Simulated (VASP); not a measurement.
A run of VASP 6.6.1 is set up as follows.

INCAR

```
SYSTEM = Ni
ALGO = Normal
EDIFF = 1E-7
ENCUT = 520
GGA = PE
ISIF = 2
ISMEAR = 0
ISPIN = 2
LASPH = .TRUE.
LCHARG = .FALSE.
LMAXMIX = 4
LORBIT = 11
LREAL = .FALSE.
LWAVE = .FALSE.
MAGMOM = 0.64
NBANDS = 15
NELM = 150
PREC = Accurate
SIGMA = 0.1
```

File KPOINTS:

```
k-points
0
G
  22 22 22
  0 0 0
```

File POSCAR:

```
Ni
1.0
   -1.3569053439      1.3569053439      1.3569053439
    1.3569053439     -1.3569053439      1.3569053439
    1.3569053439      1.3569053439     -1.3569053439
Ni
1
Direct
    0.0000000000      0.0000000000      0.0000000000
```

Potentials or basis: VASP PAW PBE potentials, release 64 (Ni).

Launch:

```console
$ cat potpaw_PBE.64/Ni/POTCAR > POTCAR
$ mpirun -np 1 vasp_std > vasp.out
```

(1) Estimate the site moments.

(2) What does it give for the pressure?

Answers

(1) Ni +0.48 μB.

(2) 22.2 GPa.

Caveat: the cell stands under pressure.
